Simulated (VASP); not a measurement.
# Li15O8 (a cell with a defect) in VASP: further runs

Li15O8 (a cell with a defect) is run at these levels: LDA; tasks: single point.

All numbers are computed with VASP 6.6.1; they aren't measurements. Logs are shortened: lines on timing, memory, paths and dates and some standing lists are left out, and cuts for length are marked.

## (1) The cell of the first run

The cell holds a defect, 23 atoms: a = 6.674 Å, b = 6.674 Å, c = 6.674 Å, α = 60.00°, β = 60.00°, γ = 60.00°.

## (2) Single point, LDA

Input file INCAR:

```
SYSTEM = Li15O8
  PREC = Accurate
  ENCUT = 520
  EDIFF = 1E-6
  ISMEAR = -1
  SIGMA = 0.05
  LREAL = Auto
  LASPH = .TRUE.
  NELM = 100
  ALGO = Normal
  ISIF = 2
  LWAVE = .FALSE.
  LCHARG = .FALSE.
  GGA = CA
  NBANDS = 64
  NELECT = 94.0
```

Input file KPOINTS:

```
regular mesh
0
G
  2 2 2
  0 0 0
```

Input file POSCAR:

```
Li15O8
1.0
    0.0000000000      4.7195400000      4.7195400000
    4.7195400000      0.0000000000      4.7195400000
    4.7195400000      4.7195400000      0.0000000000
Li O
15 8
Direct
    0.1554282833      0.0828152744      0.1396428465
    0.3743267352      0.4079317052      0.3607025261
    0.1095869513      0.1708641096      0.5828110367
    0.3226903469      0.3581175284      0.8712395700
    0.1436686626      0.6311738008      0.1147039754
    0.5069138094      0.8631773436      0.2989486263
    0.1293876098      0.6336528560      0.6339071181
    0.3559457066      0.7488229785      0.8218385690
    0.7139572924      0.1681837637      0.0623471779
    0.7914224691      0.3904088110      0.5271594266
    0.5615907483      0.1122249202      0.6390771134
    0.9060522848      0.3568885951      0.8700530136
    0.7059904143      0.5110137852      0.1723155223
    0.8583039873      0.8950448561      0.3820711341
    0.8432071770      0.8605181861      0.8447751264
    0.0394318090     -0.0310623493     -0.0255321493
   -0.0873496146      0.0495281320      0.5226038978
   -0.0213262309      0.5361645415     -0.0413917458
   -0.0048203850      0.4912449095      0.5406988817
    0.4840408175      0.0327680240     -0.0010700195
    0.5035024600      0.0061446666      0.4989681198
    0.5301893829      0.4850154888      0.0229365574
    0.5114799324      0.5101026795      0.5059497324
```

Potentials or basis: VASP PAW LDA potentials, release 64 (Li_sv, O).

Command:

```bash
$ cat potpaw_LDA.64/Li_sv/POTCAR potpaw_LDA.64/O/POTCAR > POTCAR
$ mpirun -np 1 vasp_std > vasp.out
```

OUTCAR:

```text
SYSTEM = Li15O8
   PREC = Accurate
   ENCUT = 520
   EDIFF = 1E-6
   ISMEAR = -1
   LREAL = Auto
   LASPH = .TRUE.
   NELM = 100
   ISIF = 2
   GGA = CA
   NELECT = 94.0

 ion  position               nearest neighbor table
   1  0.155  0.083  0.140-  20 1.82   4 2.14  16 2.16  17 2.20  14 2.32  12 2.45   6 2.51
   2  0.374  0.408  0.361-  22 1.86  19 2.09  23 2.10  21 2.19  13 2.20   5 2.25  11 2.26   7 2.36
                             3 2.38   9 2.59
   3  0.110  0.171  0.583-  19 1.79  10 1.98  17 2.11  21 2.17  16 2.18  12 2.27   2 2.38   8 2.58

   4  0.323  0.358  0.871-  20 1.82  18 1.91  23 2.07   7 2.08   1 2.14  11 2.26   5 2.50   8 2.57

   5  0.144  0.631  0.115-   8 1.80  16 1.85  22 2.12   2 2.25  18 2.28   4 2.50  14 2.51
   6  0.507  0.863  0.299-  20 1.78  21 1.98  23 2.04  13 2.40   9 2.44   1 2.51
   7  0.129  0.634  0.634-  18 1.79  19 2.02   4 2.08  23 2.08  15 2.11   2 2.36  12 2.37  14 2.47
[... 10 lines left out ...]
  14  0.858  0.895  0.382-  21 1.93  17 1.94  19 2.21  16 2.25  11 2.28   9 2.28   1 2.32   7 2.47
                             5 2.51
  15  0.843  0.861  0.845-  18 1.78  17 1.82  20 2.02   7 2.11  11 2.31  13 2.47
  16  0.039  0.969  0.974-   5 1.85   9 1.86   8 1.97  12 2.12   1 2.16   3 2.18  14 2.25
  17  0.913  0.050  0.523-  15 1.82  14 1.94  11 1.95  10 2.01   3 2.11   1 2.20
  18  0.979  0.536  0.959-  13 1.69  15 1.78   7 1.79  12 1.89   4 1.91   5 2.28
  19  0.995  0.491  0.541-   3 1.79  12 1.80  10 1.85   7 2.02   2 2.09  14 2.21
  20  0.484  0.033  0.999-   6 1.78   1 1.82   4 1.82  11 2.02  15 2.02
  21  0.504  0.006  0.499-  11 1.68  14 1.93   6 1.98   8 2.11   3 2.17   2 2.19
  22  0.530  0.485  0.023-   9 1.79   8 1.85   2 1.86  13 1.99  12 2.06   5 2.12
  23  0.511  0.510  0.506-  10 1.68  13 1.94   6 2.04   4 2.07   7 2.08   2 2.10  11 2.24

  LATTYP: Found a face centered cubic cell.
 ALAT       =     9.4390800000

  Lattice vectors:

 A1 = (   0.0000000000,   4.7195400000,   4.7195400000)
 A2 = (   4.7195400000,   0.0000000000,   4.7195400000)
 A3 = (   4.7195400000,   4.7195400000,   0.0000000000)

Analysis of symmetry for initial positions (statically):
=====================================================================
 Subroutine PRICEL returns:
 Original cell was already a primitive cell.

 Routine SETGRP: Setting up the symmetry group for a
 face centered cubic supercell.

 Subroutine GETGRP returns: Found  1 space group operations
 (whereof  1 operations were pure point group operations)
 out of a pool of 48 trial point group operations.

The static configuration has the point symmetry C_1 .

Analysis of symmetry for dynamics (positions and initial velocities):
=====================================================================
 Subroutine PRICEL returns:
 Original cell was already a primitive cell.

 Routine SETGRP: Setting up the symmetry group for a
 face centered cubic supercell.

 Subroutine GETGRP returns: Found  1 space group operations
 (whereof  1 operations were pure point group operations)
 out of a pool of 48 trial point group operations.

The dynamic configuration has the point symmetry C_1 .

 Subroutine INISYM returns: Found  1 space group operations
 (whereof  1 operations are pure point group operations),
 and found     1 'primitive' translations

----------------------------------------------------------------------------------------

                                     Primitive cell

  volume of cell :     210.2466

  direct lattice vectors                    reciprocal lattice vectors
     0.000000000  4.719540000  4.719540000    -0.105942528  0.105942528  0.105942528
     4.719540000  0.000000000  4.719540000     0.105942528 -0.105942528  0.105942528
     4.719540000  4.719540000  0.000000000     0.105942528  0.105942528 -0.105942528

  length of vectors
     6.674437476  6.674437476  6.674437476     0.183497842  0.183497842  0.183497842

  position of ions in fractional coordinates (direct lattice)
     0.155428283  0.082815274  0.139642847
     0.374326735  0.407931705  0.360702526
[... 51 lines left out ...]
   TEBEG  =    0.0;   TEEND  =   0.0 temperature during run
   PSTRESS=    0.0 pullay stress
   NELECT =      94.0000    total number of electrons
   NUPDOWN=      -1.0000    fix difference up-down
   EMIN   =  10.00;   EMAX   =-10.00  energy-range for DOS
   EFERMI =   0.00;   METHOD = LEGACY
   ISMEAR =    -1;   SIGMA  =   0.05  broadening in eV -4-tet -1-fermi 0-gaus
   EFERMI_NEDOS =   21; number of points for ismear=-14 and -15
   IALGO  =     38    algorithm
   IMIX   =      4    mixing-type and parameters
     AMIX     =   0.40;   BMIX     =  1.00
     AMIX_MAG =   1.60;   BMIX_MAG =  1.00
  volume/ion in A,a.u.               =       9.14        61.69
  Fermi-wavevector in a.u.,A,eV,Ry     =   1.251818  2.365593 21.320979  1.567048
  Thomas-Fermi vector in A             =   2.385747
   LORBIT       =      0    0 simple, 1 ext, 2 COOP (PROOUT), +10 PAW based schemes
   GGA     = CA    functional components
   LHFCALC =     F    Hartree Fock is set to
   AEXX    =    0.0000 exact exchange contribution
   IVDW    =     0    specifies the selected vdW correction
   LEPSILON=     F    determine dielectric tensor
   LRPA    =     F    only Hartree local field effects (RPA)
 non-spin polarized calculation
  energy-cutoff  :      520.00
  volume of cell :      210.25
 maximum number of plane-waves:      5769
 NGX is ok and might be reduce to    50
   NGX = 25   NGY = 25   NGZ = 25

 number of electron      93.9999996 magnetization

 Free energy of the ion-electron system (eV)
  ---------------------------------------------------
  ext. energy  EPLUGINS =         0.00000000
  ---------------------------------------------------
  free energy    TOTEN  =      -113.56530218 eV

  energy without entropy =     -113.56530218  energy(sigma->0) =     -113.56530218

 E-fermi :   2.2603     XC(G=0):  -9.8280

 val. band max:        1.0878466960   @ k =   0.0000   0.0000   0.0000
 cond. band min:       4.8482551125   @ k =   0.0000   0.0000   0.0000
 fundamental gap:      3.7604084165
 Fermi energy:         2.2602747521

 k-point     1 :       0.0000    0.0000    0.0000
  band No.  band energies     occupation
      1     -42.7596      2.00000
      2     -42.1157      2.00000
      3     -41.9934      2.00000
      4     -41.8581      2.00000
      5     -41.8117      2.00000
      6     -41.7244      2.00000
[... 485 lines left out ...]
     58       9.4756      0.00000
     59      10.0404      0.00000
 [bands above 59 left out]

------------------------ aborting loop because EDIFF is reached ----------------------------------------

  FORCE on cell =-STRESS in cart. coord.  units (eV):
  Direction    XX          YY          ZZ          XY          YZ          ZX
  --------------------------------------------------------------------------------------
  -------------------------------------------------------------------------------------
  Total       -1.9131959      1.6964535      2.3437399      1.5694607     -1.2322870     -0.7873775
  in kB      -14.5794455     12.9277675     17.8603922     11.9600231     -9.3906020     -6.0001842
  external PRESSURE =       5.4029047 kB  Pullay stress =       0.0000000 kB

 VOLUME and BASIS-vectors are now :
 -----------------------------------------------------------------------------
  energy-cutoff  :      520.00
  volume of cell :      210.25
      direct lattice vectors                 reciprocal lattice vectors
     0.000000000  4.719540000  4.719540000    -0.105942528  0.105942528  0.105942528
     4.719540000  0.000000000  4.719540000     0.105942528 -0.105942528  0.105942528
     4.719540000  4.719540000  0.000000000     0.105942528  0.105942528 -0.105942528

 POSITION                                       TOTAL-FORCE (eV/Angst)
 -----------------------------------------------------------------------------------
      1.04990      1.39260      1.12440        -0.059894      0.239919     -0.477761
      3.62760      3.46900      3.69190        -0.157778      0.354845     -0.412880
      3.55700      3.26780      1.32360        -1.333501      1.404774     -0.328494
      5.80200      5.63480      3.21310        -0.194428      0.904585      0.948672
      3.52020      1.21940      3.65690         0.767577      0.247374     -1.540006
      5.48470      3.80330      6.46620         0.793735      0.605141     -0.470198
[... 15 lines left out ...]
      2.39730      2.61050      4.79130         0.320550     -0.024640     -0.637742
      4.79530      4.80180      4.82140         0.629501     -2.115871     -1.506941
 -----------------------------------------------------------------------------------
    total drift:                                0.000031      0.007274     -0.006080

  FREE ENERGIE OF THE ION-ELECTRON SYSTEM (eV)
  ---------------------------------------------------
  free  energy   TOTEN  =      -113.5653021825 eV

  energy  without entropy=     -113.5653021825  energy(sigma->0) =     -113.56530218
```

It took 2.3 min on 1 thread of Intel Xeon Platinum 8488C (Sapphire Rapids), shared host; peak memory 0.29 GiB.

Results:

- Free energy: -113.5653 eV
- Largest force: 2.885 eV/Å

Forces in eV/Å, atoms in the order of the input:
```
Li  -0.060  0.240 -0.478
Li  -0.158  0.355 -0.413
Li  -1.334  1.405 -0.328
Li  -0.194  0.905  0.949
Li   0.768  0.247 -1.540
Li   0.794  0.605 -0.470
Li  -0.619 -1.042  0.568
Li  -0.579 -0.175  2.821
Li  -0.038 -0.798 -2.566
Li   0.063  0.146 -0.125
Li   0.715  1.254  0.545
Li   0.367 -0.702  1.438
Li   0.737 -0.717 -0.830
Li   0.219  0.371 -1.073
Li   1.373 -0.407  0.067
O    1.111 -0.084 -0.095
O   -1.204  0.352  0.985
O   -0.982  2.095  0.924
O   -1.040 -0.255  1.652
O    0.008 -0.021  0.372
O   -0.896 -1.633 -0.258
O    0.321 -0.025 -0.638
O    0.630 -2.116 -1.507
```

Caveat: the k points lie up to 0.58 Å⁻¹ apart; the cell carries a net charge on a neutralising background, which shifts energy and pressure; the cell is charged against a uniform background, so pressure and absolute levels hang on convention; the cutoff is under 1.25 times the usual one of these potentials, so pressure, stress and relaxed cells hold a basis-set (Pulay) error.

## (3) Single point, LDA

Input file INCAR:

```
  PREC = Accurate
  ENCUT = 520
  EDIFF = 1E-6
  ISMEAR = -1
  SIGMA = 0.05
  LREAL = Auto
  LASPH = True
  NELM = 100
  ALGO = Normal
  ISIF = 2
  LWAVE = False
  LCHARG = False
  GGA = CA
  NELECT = 94.0
  NBANDS = 64
```

Input file KPOINTS:

```
Automatic mesh
0
Gamma
  2 2 2
```

Input file POSCAR:

```
Li15O8
1.0
    0.0000000000      4.7195400000      4.7195400000
    4.7195400000      0.0000000000      4.7195400000
    4.7195400000      4.7195400000      0.0000000000
Li O
15 8
Direct
    0.1254041707      0.2003055383      0.0770943778
    0.3356365239      0.3700254686      0.3655335054
    0.1298007857      0.1694868568      0.6264805468
    0.3826961950      0.5044241600      0.7782644071
    0.0162198011      0.6404331778      0.1814265797
    0.3684893019      0.8485996517      0.4496836556
    0.0854214606      0.6493323502      0.6256012238
    0.4938616899      0.8638977527      0.8301444632
    0.6560808892      0.1186556317      0.0911741399
    0.8393296804      0.3526085169      0.4389728660
    0.6153459871      0.1152336880      0.6459210008
    0.8619695987      0.3933646076      0.8507608792
    0.5698966425      0.6417468652      0.1255524903
    0.8647029160      0.8792382308      0.4056115638
    0.8973544032      0.8857219136      0.8752124148
   -0.0225869470      0.0312742344     -0.0095348275
   -0.0225551643     -0.0169613988      0.5499794471
    0.0470914538      0.5350415507     -0.0544438653
   -0.0541790090      0.5162579404      0.5101132738
    0.5541323943     -0.0678773779     -0.0141221390
    0.4638905487     -0.0276827826      0.5495133000
    0.5498629104      0.4729698233     -0.0016527034
    0.5419595978      0.4450009959      0.4734147819
```

Potentials or basis: VASP PAW LDA potentials, release 64 (Li_sv, O).

Command:

```bash
$ cat potpaw_LDA.64/Li_sv/POTCAR potpaw_LDA.64/O/POTCAR > POTCAR
$ mpirun -np 1 vasp_std > vasp.out
```

It took 2.3 min on 1 thread of Intel Xeon Platinum 8488C (Sapphire Rapids), shared host; peak memory 0.29 GiB.

The run converged. Its results:

* Free energy: -113.2977 eV
* Largest force: 4.025 eV/Å

Forces in eV/Å, atoms in the order of the input:
```
Li  -0.736  0.341 -0.399
Li  -0.570  0.635  1.575
Li  -0.209  0.801 -1.737
Li   0.290  1.511  0.214
Li  -0.563 -0.343  0.902
Li  -0.687 -0.456  0.264
Li  -0.255  0.199 -0.331
Li  -1.916 -1.460 -3.225
Li   0.859 -0.812 -0.385
Li  -0.017  0.472  0.155
Li   0.340 -0.330  0.868
Li   0.286 -0.090 -0.256
Li  -0.433  2.217 -1.289
Li  -0.023 -0.911 -0.186
Li  -0.553 -0.308 -0.343
O    0.201  0.950  0.100
O   -1.019 -1.009  1.280
O   -0.116  0.662 -0.612
O   -1.028  1.395  1.697
O    3.295  0.435  2.172
O    0.253 -1.145  2.072
O    0.941 -0.900 -1.561
O    1.660 -1.857 -0.977
```

Levels at points of the mesh, in eV from the Fermi level:
| k point | band 45 | band 46 | band 47 | band 48 | band 49 | band 50 |
| --- | --- | --- | --- | --- | --- | --- |
| (0.00, 0.00, 0.00) | -1.68 | -1.49 | -1.32 | 2.32 | 2.74 | 3.01 |
| (0.50, 0.00, 0.00) | -1.93 | -1.71 | -1.37 | 3.26 | 3.70 | 4.05 |
| (0.00, 0.50, 0.00) | -1.85 | -1.60 | -1.42 | 3.18 | 3.60 | 3.94 |
| (0.00, 0.00, 0.50) | -1.84 | -1.67 | -1.36 | 3.19 | 3.67 | 3.83 |
| (0.50, 0.50, 0.50) | -1.92 | -1.51 | -1.32 | 3.03 | 3.50 | 3.97 |
| (0.50, 0.50, 0.00) | -1.96 | -1.62 | -1.41 | 3.20 | 3.55 | 4.12 |
| (0.00, 0.50, 0.50) | -1.90 | -1.80 | -1.32 | 3.18 | 3.47 | 4.25 |
| (0.50, 0.00, 0.50) | -1.87 | -1.69 | -1.58 | 3.01 | 3.66 | 3.99 |

Caveat: the k points lie up to 0.58 Å⁻¹ apart; the cell carries a net charge on a neutralising background, which shifts energy and pressure; the cell is charged against a uniform background, so pressure and absolute levels hang on convention; the cutoff is under 1.25 times the usual one of these potentials, so pressure, stress and relaxed cells hold a basis-set (Pulay) error.

## (4) Single point, LDA

Input file INCAR:

```
PREC = Accurate
ENCUT = 520
EDIFF = 1E-6
ISMEAR = -1
SIGMA = 0.05
LREAL = Auto
LASPH = T
NELM = 100
ALGO = Normal
ISIF = 2
LWAVE = F
LCHARG = F
GGA = CA
NELECT = 94.0
NBANDS = 64
```

KPOINTS is that of step 3.

Input file POSCAR:

```
Li15O8
1.0
    0.0000000000      4.7195400000      4.7195400000
    4.7195400000      0.0000000000      4.7195400000
    4.7195400000      4.7195400000      0.0000000000
Li O
15 8
Direct
    0.1363692224      0.1394627443      0.0574420388
    0.3760853812      0.4196489488      0.3794967306
    0.0903054111      0.1462218776      0.6316293537
    0.3767634134      0.4033126110      0.8782105883
    0.1639142798      0.6615687122      0.1330426270
    0.3328926124      0.8454213758      0.4592608602
    0.0985371456      0.6458574353      0.6181216814
    0.4459544786      0.8700000424      0.7953317484
    0.5549269632      0.1781529556      0.1747627947
    0.9990486361      0.2854833310      0.3055912229
    0.6114896791      0.1607254097      0.6133542676
    0.8219339173      0.4558812935      0.8210016230
    0.5903329562      0.6729257512      0.1641049763
    0.8794713044      0.8673302907      0.3728117571
    0.9438525789      0.8709429309      0.8301338690
    0.0300347068     -0.0780902376     -0.0127025091
   -0.0007521920     -0.0104777160      0.5073693623
   -0.0722210215      0.4345868453      0.0308186815
    0.0457036067      0.4363772741      0.5330816139
    0.4937133704      0.0572937193     -0.0297274734
    0.5329544829     -0.0102552367      0.5014047979
    0.4729062578      0.5177623243      0.0210613746
    0.4773240612      0.5452544104      0.5097212864
```

Command:

```bash
$ cat potpaw_LDA.64/Li_sv/POTCAR potpaw_LDA.64/O/POTCAR > POTCAR
$ mpirun -np 1 vasp_std > vasp.out
```

It took 2.4 min on 1 thread of Intel Xeon Platinum 8488C (Sapphire Rapids), shared host; peak memory 0.28 GiB.

The run converged. Its results:

```
Free energy   : -112.9632 eV
Largest force : 3.600 eV/Å
```

Forces in eV/Å, atoms in the order of the input:
```
Li  -1.826 -0.142 -0.358
Li  -0.169  0.383 -0.486
Li  -0.253  1.494 -0.629
Li  -0.548 -0.190  0.792
Li  -0.948  1.803 -1.600
Li   0.452  0.358  1.870
Li  -0.867  0.853 -0.838
Li   0.896  1.277 -2.008
Li  -1.331  0.139 -0.113
Li   1.873 -0.602  0.400
Li   0.262  0.455  0.388
Li   0.480 -0.169 -1.156
Li  -0.811  0.267  0.631
Li   0.248 -0.870 -0.566
Li   0.754 -0.640 -2.015
O    2.363 -1.255  2.408
O   -0.619  0.216 -0.207
O    0.683  0.062  2.026
O    0.636 -1.746  2.794
O    0.007 -0.023 -0.887
O   -0.227 -1.843  1.755
O   -0.077  0.703 -0.055
O   -0.980 -0.530 -2.146
```

Levels at points of the mesh, in eV from the Fermi level:
```tsv
k point	band 44	band 45	band 46	band 47	band 48	band 49	band 50	band 51
(0.00, 0.00, 0.00)	-1.61	-1.56	-1.41	-1.23	2.59	3.11	3.23	4.33
(0.50, 0.00, 0.00)	-1.70	-1.69	-1.46	-1.38	3.64	3.86	4.21	4.69
(0.00, 0.50, 0.00)	-1.68	-1.61	-1.48	-1.33	3.46	3.84	4.12	4.62
(0.00, 0.00, 0.50)	-1.68	-1.60	-1.49	-1.31	3.53	3.92	4.04	4.69
(0.50, 0.50, 0.50)	-1.79	-1.74	-1.52	-1.40	3.66	3.90	4.08	4.62
(0.50, 0.50, 0.00)	-1.84	-1.79	-1.62	-1.51	3.60	3.97	4.50	4.75
(0.00, 0.50, 0.50)	-1.83	-1.70	-1.46	-1.44	3.52	3.83	4.63	4.74
(0.50, 0.00, 0.50)	-1.81	-1.66	-1.59	-1.35	3.35	3.82	4.13	4.98
```

Caveat: the k points lie up to 0.58 Å⁻¹ apart; the cell carries a net charge on a neutralising background, which shifts energy and pressure; the cell is charged against a uniform background, so pressure and absolute levels hang on convention; the cutoff is under 1.25 times the usual one of these potentials, so pressure, stress and relaxed cells hold a basis-set (Pulay) error.
